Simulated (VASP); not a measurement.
# CoO (R-3m) in VASP: single point with PBE

Aim: the single point of CoO with PBE.

Everything below comes from runs of VASP 6.6.1. Logs are shortened: lines on timing, memory, paths and dates and some standing lists are left out, and cuts for length are marked.

## (1) The cell of the first run

Symmetry: R-3m, No. 166, trigonal system. Conventional cell: a = 3.011 Å, b = 3.011 Å, c = 7.320 Å, α = 90.00°, β = 90.00°, γ = 120.00°. Co (site symmetry -3m) has 6 O at 2.12 Å within 2.8 Å. Within 2.8 Å of O (site symmetry -3m) lie 6 Co at 2.12 Å.

## (2) Single point, PBE, collinear spin, ferromagnetic start

File INCAR:

```
SYSTEM = CoO
PREC = Accurate
ENCUT = 520
EDIFF = 1E-6
ISMEAR = 0
SIGMA = 0.05
LREAL = .FALSE.
LASPH = .TRUE.
NELM = 150
ALGO = Normal
ISIF = 2
LWAVE = .FALSE.
LCHARG = .FALSE.
ISPIN = 2
MAGMOM = 3 1
LORBIT = 11
LMAXMIX = 4
GGA = PE
NBANDS = 18
```

File KPOINTS:

```
regular mesh
0
G
  18 18 18
  0 0 0
```

File POSCAR:

```
CoO
1.0
    1.5054695400      0.8691832500      2.4399269100
   -1.5054695400      0.8691832500      2.4399269100
    0.0000000000     -1.7383664900      2.4399269100
Co O
1 1
Direct
    0.0000000000      0.0000000000      0.0000000000
    0.5000000000      0.5000000000      0.5000000000
```

Potentials or basis: VASP PAW PBE potentials, release 64 (Co, O).

Started as:

```
cat potpaw_PBE.64/Co/POTCAR potpaw_PBE.64/O/POTCAR > POTCAR
mpirun -np 1 vasp_std > vasp.out
```

OUTCAR:

```text
SYSTEM = CoO
   PREC = Accurate
   ENCUT = 520
   EDIFF = 1E-6
   ISMEAR = 0
   LREAL = .FALSE.
   LASPH = .TRUE.
   NELM = 150
   ISIF = 2
   ISPIN = 2
   LORBIT = 11
   GGA = PE

 ion  position               nearest neighbor table
   1  0.000  0.000  0.000-   2 2.12   2 2.12   2 2.12   2 2.12   2 2.12   2 2.12
   2  0.500  0.500  0.500-   1 2.12   1 2.12   1 2.12   1 2.12   1 2.12   1 2.12

  LATTYP: Found a trigonal (rhomboedric) cell.
 ALAT       =     2.9958573697
 COS(alpha) =     0.4949531381

  Lattice vectors:

 A1 = (   1.5054695400,   0.8691832500,   2.4399269100)
 A2 = (  -1.5054695400,   0.8691832500,   2.4399269100)
 A3 = (   0.0000000000,  -1.7383664900,   2.4399269100)

Analysis of symmetry for initial positions (statically):
=====================================================================
 Subroutine PRICEL returns:
 Original cell was already a primitive cell.

 Routine SETGRP: Setting up the symmetry group for a
 trigonal (rhombohedral) supercell.

 Subroutine GETGRP returns: Found 12 space group operations
 (whereof 12 operations were pure point group operations)
 out of a pool of 12 trial point group operations.

The static configuration has the point symmetry D_3d.

Analysis of symmetry for dynamics (positions and initial velocities):
=====================================================================
 Subroutine PRICEL returns:
 Original cell was already a primitive cell.

 Routine SETGRP: Setting up the symmetry group for a
 trigonal (rhombohedral) supercell.

 Subroutine GETGRP returns: Found 12 space group operations
 (whereof 12 operations were pure point group operations)
 out of a pool of 12 trial point group operations.

The dynamic configuration has the point symmetry D_3d.

Analysis of structural, dynamic, and magnetic symmetry:
=====================================================================
 Subroutine PRICEL returns:
 Original cell was already a primitive cell.

 Routine SETGRP: Setting up the symmetry group for a
 trigonal (rhombohedral) supercell.

 Subroutine GETGRP returns: Found 12 space group operations
 (whereof 12 operations were pure point group operations)
 out of a pool of 12 trial point group operations.

The overall configuration has the point symmetry D_3d.

 Subroutine INISYM returns: Found 12 space group operations
 (whereof 12 operations are pure point group operations),
 and found     1 'primitive' translations

----------------------------------------------------------------------------------------

                                     Primitive cell
[... 114 lines left out ...]
  Thomas-Fermi vector in A             =   2.619316
   LORBIT       =     11    0 simple, 1 ext, 2 COOP (PROOUT), +10 PAW based schemes
   GGA     = PE    functional components
   LHFCALC =     F    Hartree Fock is set to
   AEXX    =    0.0000 exact exchange contribution
   IVDW    =     0    specifies the selected vdW correction
   LEPSILON=     F    determine dielectric tensor
   LRPA    =     F    only Hartree local field effects (RPA)
 spin polarized calculation
 Gauss-broadening in eV      SIGMA  =   0.05
  energy-cutoff  :      520.00
  volume of cell :       19.16
 maximum number of plane-waves:       534
   NGX = 11   NGY = 11   NGZ = 11

 number of electron      15.0000005 magnetization       2.9105076

 Free energy of the ion-electron system (eV)
  ---------------------------------------------------
  ext. energy  EPLUGINS =         0.00000000
  ---------------------------------------------------
  free energy    TOTEN  =       -13.04882892 eV

  energy without entropy =      -13.04400879  energy(sigma->0) =      -13.04641886

 E-fermi :   8.0313     XC(G=0): -12.4586

 val. band max:        8.0311386243   @ k =  -0.2778   0.2222  -0.0000
 cond. band min:       8.0313242723   @ k =  -0.1667   0.2778   0.1667
 fundamental gap:      0.0001856480
 Fermi energy:         8.0313070338

 spin component 1

 k-point     1 :       0.0000    0.0000    0.0000
  band No.  band energies     occupation
      1     -12.2356      1.00000
      2       4.7522      1.00000
      3       4.7522      1.00000
      4       4.8662      1.00000
      5       4.8662      1.00000
      6       4.9148      1.00000
[... 493 lines left out ...]
     17      35.1433      0.00000
     18      37.0667      0.00000

 [... further k-points ...]

 spin component 2

 k-point     1 :       0.0000    0.0000    0.0000
  band No.  band energies     occupation
      1     -11.7309      1.00000
      2       5.4289      1.00000
      3       5.4289      1.00000
      4       5.4829      1.00000
      5       6.9068      1.00000
      6       6.9068      1.00000
[... 493 lines left out ...]
     17      35.6007      0.00000
     18      37.8287      0.00000

 [... further k-points ...]

------------------------ aborting loop because EDIFF is reached ----------------------------------------

  FORCE on cell =-STRESS in cart. coord.  units (eV):
  Direction    XX          YY          ZZ          XY          YZ          ZX
  --------------------------------------------------------------------------------------
  -------------------------------------------------------------------------------------
  Total       -0.0520161     -0.0520161     -0.1285320      0.0000000     -0.0000000      0.0000000
  in kB       -4.3504799     -4.3504799    -10.7500462      0.0000000     -0.0000000      0.0000000
  external PRESSURE =      -6.4836686 kB  Pullay stress =       0.0000000 kB

 VOLUME and BASIS-vectors are now :
 -----------------------------------------------------------------------------
  energy-cutoff  :      520.00
  volume of cell :       19.16
      direct lattice vectors                 reciprocal lattice vectors
     1.505469540  0.869183250  2.439926910     0.332122296  0.191750896  0.136616114
    -1.505469540  0.869183250  2.439926910    -0.332122296  0.191750896  0.136616114
     0.000000000 -1.738366490  2.439926910     0.000000000 -0.383501793  0.136616115

 POSITION                                       TOTAL-FORCE (eV/Angst)
 -----------------------------------------------------------------------------------
      0.00000      0.00000      0.00000        -0.000000      0.000000     -0.000000
      0.00000      0.00000      3.65989         0.000000     -0.000000      0.000000
 -----------------------------------------------------------------------------------
    total drift:                               -0.000000      0.000000     -0.000000

  FREE ENERGIE OF THE ION-ELECTRON SYSTEM (eV)
  ---------------------------------------------------
  free  energy   TOTEN  =       -13.0488289225 eV

  energy  without entropy=      -13.0440087909  energy(sigma->0) =      -13.04641886

 total charge

# of ion       s       p       d       tot
------------------------------------------
    1        0.296   0.362   7.148   7.807
    2        1.556   3.428   0.000   4.984
--------------------------------------------------
tot          1.852   3.790   7.148  12.790

 magnetization (x)

# of ion       s       p       d       tot
------------------------------------------
    1        0.021   0.018   2.521   2.559
    2        0.029   0.273   0.000   0.302
--------------------------------------------------
tot          0.050   0.290   2.521   2.861
```

Wall time 13 min (1 thread of Oxide Virtual Turin-like, shared host); peak memory 0.36 GiB.

What came out:

| Quantity | Value |
| --- | --- |
| Free energy | -13.0488 eV |
| Pressure | -0.6 GPa |
| Net moment | 2.91 μB per cell |
| Site moments | Co +2.56; O +0.30 μB |
| Valence electrons inside the program's atomic spheres | Co 7.81; O 4.98 |

Caveat: a cell with one magnetic atom can't hold antiferromagnetic order, which such compounds often take; semilocal functionals often make such compounds metallic where correlation or magnetic order opens a gap, which also shifts bond lengths. With open d or f shells a metallic result of PBE can be an artefact of self-interaction; +U or a hybrid may open a gap.
